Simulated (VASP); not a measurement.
# Ge (P6_3/mmc) in VASP: a series of runs, part 2 of 2

VASP 6.6.1. Earlier steps stand in the parts before.

## Step 3: Single point, PBEsol (24.20 Å³/atom)

This run uses another cell than the first one, of 24.20 Å³/atom.

File INCAR:

```
PREC = Accurate
ENCUT = 520
EDIFF = 1E-6
ISMEAR = -1
SIGMA = 0.05
LREAL = F
LASPH = T
NELM = 80
ALGO = Normal
ISIF = 2
LWAVE = F
LCHARG = F
GGA = PS
NBANDS = 36
```

File KPOINTS:

```
regular mesh
0
Gamma
  8 8 4
```

File POSCAR:

```
Ge
1.0
    4.0759897844      0.0000000000      0.0000000000
   -2.0379948922      3.5299106989      0.0000000000
    0.0000000000      0.0000000000      6.7288103778
Ge
4
Direct
    0.3333333333      0.6666666667      0.9370987500
    0.6666666667      0.3333333333      0.4370987500
    0.3333333333      0.6666666667      0.5629012500
    0.6666666667      0.3333333333      0.0629012500
```

Potentials or basis: VASP PAW PBE potentials, release 64 (Ge_d).

Started as:

```console
$ cat potpaw_PBE.64/Ge_d/POTCAR > POTCAR
$ mpirun -np 1 vasp_std > vasp.out
```

OUTCAR:

```text
PREC = Accurate
   ENCUT = 520
   EDIFF = 1E-6
   ISMEAR = -1
   LREAL = F
   LASPH = T
   NELM = 80
   ISIF = 2
   GGA = PS

 ion  position               nearest neighbor table
   1  0.333  0.667  0.937-   4 2.50   4 2.50   4 2.50   3 2.52
   2  0.667  0.333  0.437-   3 2.50   3 2.50   3 2.50   4 2.52
   3  0.333  0.667  0.563-   2 2.50   2 2.50   2 2.50   1 2.52
   4  0.667  0.333  0.063-   1 2.50   1 2.50   1 2.50   2 2.52

  LATTYP: Found a hexagonal cell.
 ALAT       =     4.0759897844
 C/A-ratio  =     1.6508408347

  Lattice vectors:

 A1 = (   4.0759897844,   0.0000000000,   0.0000000000)
 A2 = (  -2.0379948922,   3.5299106989,   0.0000000000)
 A3 = (   0.0000000000,   0.0000000000,   6.7288103778)

Analysis of symmetry for initial positions (statically):
=====================================================================
 Subroutine PRICEL returns:
 Original cell was already a primitive cell.

 Routine SETGRP: Setting up the symmetry group for a
 hexagonal supercell.

[... 168 lines left out ...]

  energy without entropy =      -19.61236152  energy(sigma->0) =      -19.61334303

 E-fermi :   4.1963     XC(G=0):  -9.8095

 val. band max:        4.1366380511   @ k =   0.0000   0.0000   0.0000
 cond. band min:       4.1970463720   @ k =   0.0000   0.0000   0.2500
 fundamental gap:      0.0604083208
 Fermi energy:         4.1962604255

 k-point     1 :       0.0000    0.0000    0.0000
  band No.  band energies     occupation
      1     -20.4784      2.00000
      2     -20.4784      2.00000
      3     -20.4458      2.00000
      4     -20.4458      2.00000
      5     -20.4453      2.00000
      6     -20.4335      2.00000
[... 925 lines left out ...]
     35      11.3591      0.00000
     36      11.3591      0.00000

 [... further k-points ...]

------------------------ aborting loop because EDIFF is reached ----------------------------------------

  FORCE on cell =-STRESS in cart. coord.  units (eV):
  Direction    XX          YY          ZZ          XY          YZ          ZX
  --------------------------------------------------------------------------------------
  -------------------------------------------------------------------------------------
  Total       -2.0577315     -2.0577315     -2.2833741      0.0000000      0.0000000      0.0000000
  in kB      -34.0536907    -34.0536907    -37.7878832      0.0000000      0.0000000      0.0000000
  external PRESSURE =     -35.2984215 kB  Pullay stress =       0.0000000 kB

 VOLUME and BASIS-vectors are now :
 -----------------------------------------------------------------------------
  energy-cutoff  :      520.00
  volume of cell :       96.81
      direct lattice vectors                 reciprocal lattice vectors
     4.075989784  0.000000000  0.000000000     0.245339182  0.141646643  0.000000000
    -2.037994892  3.529910699  0.000000000     0.000000000  0.283293286  0.000000000
     0.000000000  0.000000000  6.728810378     0.000000000  0.000000000  0.148614680

 POSITION                                       TOTAL-FORCE (eV/Angst)
 -----------------------------------------------------------------------------------
     -0.00000      2.35327      6.30556         0.000000      0.000000      0.018821
      2.03799      1.17664      2.94115        -0.000000      0.000000      0.018821
     -0.00000      2.35327      3.78766         0.000000     -0.000000     -0.018821
      2.03799      1.17664      0.42325        -0.000000      0.000000     -0.018821
 -----------------------------------------------------------------------------------
    total drift:                               -0.000000      0.000000     -0.000000

  FREE ENERGIE OF THE ION-ELECTRON SYSTEM (eV)
  ---------------------------------------------------
  free  energy   TOTEN  =       -19.6143245490 eV

  energy  without entropy=      -19.6123615160  energy(sigma->0) =      -19.61334303
```

OSZICAR:

```text
N       E                     dE             d eps       ncg     rms          rms(c)
DAV:   1     0.504764894278E+03    0.50476E+03   -0.28507E+04  2464   0.416E+03
DAV:   2     0.688285452829E+02   -0.43594E+03   -0.42455E+03  2160   0.824E+02
DAV:   3    -0.150214781555E+02   -0.83850E+02   -0.82882E+02  2364   0.208E+02
DAV:   4    -0.197695058742E+02   -0.47480E+01   -0.47313E+01  2552   0.576E+01
DAV:   5    -0.198671898897E+02   -0.97684E-01   -0.97635E-01  2424   0.926E+00    0.423E+00
DAV:   6    -0.196957887236E+02    0.17140E+00   -0.93441E-02  2712   0.290E+00    0.240E+00
DAV:   7    -0.196116236575E+02    0.84165E-01   -0.11505E-01  2312   0.263E+00    0.200E-01
DAV:   8    -0.196137126165E+02   -0.20890E-02   -0.14808E-02  2380   0.127E+00    0.101E-01
DAV:   9    -0.196142407886E+02   -0.52817E-03   -0.47350E-04  2588   0.144E-01    0.311E-02
DAV:  10    -0.196143168950E+02   -0.76106E-04   -0.12170E-04  2576   0.123E-01    0.706E-03
DAV:  11    -0.196143239918E+02   -0.70967E-05   -0.12474E-05  1996   0.200E-02    0.330E-03
DAV:  12    -0.196143245490E+02   -0.55727E-06   -0.94006E-07  1656   0.969E-03
   1 F= -.19614325E+02 E0= -.19613343E+02  d E =-.196303E-02
```

stdout:

```text
POSCAR found type information on POSCAR Ge
 POSCAR found :  1 types and       4 ions
 scaLAPACK will be used
 -----------------------------------------------------------------------------
|                                                                             |
|                                                                             |
|     You enforced a specific xc type in the INCAR file but a different       |
|     I HOPE YOU KNOW WHAT YOU ARE DOING!                                     |
|                                                                             |
 -----------------------------------------------------------------------------

 LDA part: xc-table for (Slater+PW92), standard interpolation
 POSCAR, INCAR and KPOINTS ok, starting setup
 FFT: planning ... GRIDC
 FFT: planning ... GRID_SOFT
 FFT: planning ... GRID
 WAVECAR not read
 entering main loop
```

It took 2.5 min on 1 thread of Intel Xeon 8259CL, shared host; peak memory 0.24 GiB.

What came out:

```yaml
Free_energy: -19.6143 eV
Pressure: -3.5 GPa
Largest_force: 0.019 eV/Å
```

Forces on the atoms (eV/Å):
```
Ge   0.000  0.000  0.019
Ge   0.000  0.000  0.019
Ge   0.000  0.000 -0.019
Ge   0.000  0.000 -0.019
```

Stress tensor (GPa, compression positive):
```
-3.41  0.00  0.00
 0.00 -3.41  0.00
 0.00  0.00 -3.78
```

Caveat: the cell stands under tension; the PAW data sets were made with another functional, which shifts forces and pressure a little.

## Step 4: Single point, LDA (21.46 Å³/atom)

This run uses another cell than the first one, of 21.46 Å³/atom.

File INCAR:

```
SYSTEM = Ge
ALGO = Normal ; EDIFF = 1E-6
ENCUT = 520 ; GGA = CA
ISIF = 2 ; ISMEAR = -1
LASPH = .True. ; LCHARG = .False.
LREAL = .False. ; LWAVE = .False.
NBANDS = 36 ; NELM = 100
PREC = Accurate ; SIGMA = 0.05
```

File KPOINTS:

```
k-points
0
Gamma
  8 8 4
  0 0 0
```

File POSCAR:

```
Ge
1.0
    3.9159795603      0.0000000000      0.0000000000
   -1.9579897802      3.3913377800      0.0000000000
    0.0000000000      0.0000000000      6.4646589660
Ge
4
Direct
    0.3333333333      0.6666666667      0.9370987500
    0.6666666667      0.3333333333      0.4370987500
    0.3333333333      0.6666666667      0.5629012500
    0.6666666667      0.3333333333      0.0629012500
```

Potentials or basis: VASP PAW LDA potentials, release 64 (Ge_d).

Started as:

```console
$ cat potpaw_LDA.64/Ge_d/POTCAR > POTCAR
$ mpirun -np 1 vasp_std > vasp.out
```

Run time: 26 s. Hardware: 1 thread of Intel Xeon 6975P-C (Granite Rapids), shared host; peak memory 0.2 GiB.

It converged, with:

```
Free energy            : -20.6863 eV
Pressure               : 2.7 GPa
Largest force          : 0.017 eV/Å
Band gap on the k mesh : zero (filled and empty bands touch)
```

Forces on the atoms (eV/Å):
```
Ge   0.000  0.000 -0.017
Ge   0.000  0.000 -0.017
Ge   0.000  0.000  0.017
Ge   0.000  0.000  0.017
```

Stress tensor (GPa, compression positive):
```
2.84 0.00 0.00
0.00 2.84 0.00
0.00 0.00 2.50
```

Levels at points of the mesh, in eV from the Fermi level:
| k point | band 24 | band 25 | band 26 | band 27 | band 28 | band 29 | band 30 | band 31 | band 32 | band 33 |
| --- | --- | --- | --- | --- | --- | --- | --- | --- | --- | --- |
| (0.00, 0.00, 0.00) | -1.68 | -1.68 | -0.28 | -0.12 | 0.03 | 0.03 | 0.30 | 2.14 | 2.14 | 2.68 |
| (0.50, 0.00, 0.00) | -7.05 | -5.01 | -3.38 | -3.16 | -1.64 | 0.29 | 1.65 | 3.39 | 3.61 | 4.33 |
| (0.00, 0.00, 0.50) | -5.05 | -1.02 | -1.02 | -1.02 | -1.02 | 0.69 | 0.69 | 3.29 | 3.29 | 3.29 |
| (0.50, 0.00, 0.50) | -8.26 | -2.81 | -2.81 | -2.69 | -2.69 | 0.38 | 0.38 | 1.92 | 1.92 | 6.17 |

Caveat: semilocal functionals underestimate gaps, so a narrow gap can read as zero.

## Step 5: Single point, LDA (21.92 Å³/atom)

This run uses another cell than the first one, of 21.92 Å³/atom.

File INCAR:

```
SYSTEM = Ge
PREC     = Accurate       ! precision mode
ENCUT    = 520            ! plane-wave cutoff, eV
EDIFF    = 1E-6           ! SCF threshold, eV
ISMEAR   = -1             ! smearing method
SIGMA    = 0.05           ! smearing width, eV
LREAL    = .FALSE.        ! projectors in reciprocal space
LASPH    = .TRUE.         ! aspherical terms in the spheres
NELM     = 60             ! most SCF steps
ALGO     = Normal         ! electronic algorithm
ISIF     = 2              ! what is computed and relaxed
LWAVE    = .FALSE.        ! write WAVECAR
LCHARG   = .FALSE.        ! write CHGCAR
GGA      = CA             ! functional
NBANDS   = 36             ! bands
```

File KPOINTS:

```
regular mesh
0
G
  8 8 4
  0 0 0
```

File POSCAR:

```
Ge
1.0
    3.9435577898      0.0000000000      0.0000000000
   -1.9717788949      3.4152212273      0.0000000000
    0.0000000000      0.0000000000      6.5101862333
Ge
4
Direct
    0.3333333333      0.6666666667      0.9370987500
    0.6666666667      0.3333333333      0.4370987500
    0.3333333333      0.6666666667      0.5629012500
    0.6666666667      0.3333333333      0.0629012500
```

Started as:

```console
$ cat potpaw_LDA.64/Ge_d/POTCAR > POTCAR
$ mpirun -np 1 vasp_std > vasp.out
```

It took 27 s on 1 thread of Intel Xeon 6975P-C (Granite Rapids), shared host; peak memory 0.2 GiB.

It converged, with:

```yaml
Free_energy: -20.7074 eV
Pressure: 1.0 GPa
Largest_force: 0.008 eV/Å
Band_gap_on_the_k_mesh: zero (filled and empty bands touch)
```

Forces in eV/Å, atoms in the order of the input:
```
Ge   0.000  0.000 -0.008
Ge   0.000  0.000 -0.008
Ge   0.000  0.000  0.008
Ge   0.000  0.000  0.008
```

Stress tensor (GPa, compression positive):
```
1.15 0.00 0.00
0.00 1.15 0.00
0.00 0.00 0.79
```

Levels at points of the mesh, in eV from the Fermi level:
```tsv
k point	band 24	band 25	band 26	band 27	band 28	band 29	band 30	band 31	band 32	band 33
(0.00, 0.00, 0.00)	-1.61	-1.61	-0.24	-0.15	0.06	0.06	0.13	2.17	2.17	2.69
(0.50, 0.00, 0.00)	-6.96	-4.87	-3.28	-3.05	-1.58	0.34	1.62	3.42	3.64	4.31
(0.00, 0.00, 0.50)	-4.98	-0.96	-0.96	-0.96	-0.96	0.65	0.65	3.31	3.31	3.31
(0.50, 0.00, 0.50)	-8.14	-2.73	-2.73	-2.59	-2.59	0.40	0.40	1.97	1.97	6.14
```

Caveat: semilocal functionals underestimate gaps, so a narrow gap can read as zero.

## Step 6: Overview

| level | potentials or basis | cell | gap on the mesh (eV) | pressure (GPa) | largest force (eV/Å) |
| --- | --- | --- | --- | --- | --- |
| PBEsol | VASP PAW PBE potentials, release 64 (Ge_d) | a = 4.050, b = 4.050, c = 6.686 Å, angles 90.0, 90.0, 120.0°, 4 atoms | 0.11 | -2.5 | 0.01 |
| PBEsol | VASP PAW PBE potentials, release 64 (Ge_d) | a = 4.076, b = 4.076, c = 6.729 Å, angles 90.0, 90.0, 120.0°, 4 atoms | - | -3.5 | 0.02 |
| LDA | VASP PAW LDA potentials, release 64 (Ge_d) | a = 3.916, b = 3.916, c = 6.465 Å, angles 90.0, 90.0, 120.0°, 4 atoms | none | 2.7 | 0.02 |
| LDA | VASP PAW LDA potentials, release 64 (Ge_d) | a = 3.944, b = 3.944, c = 6.510 Å, angles 90.0, 90.0, 120.0°, 4 atoms | none | 1.0 | 0.01 |

Alike in all rows: task single point; no spin polarisation; k mesh 8 × 8 × 4; cutoff (eV) 520; smearing fermi-dirac 0.05 eV.

Caveats: the PAW data sets were made with another functional, which shifts forces and pressure a little (at least some runs); semilocal functionals underestimate gaps, so a narrow gap can read as zero (at least some runs); the cell stands under tension (at least some runs).

Total energies depend on the potentials used, so only differences within one code and one set of settings carry meaning.
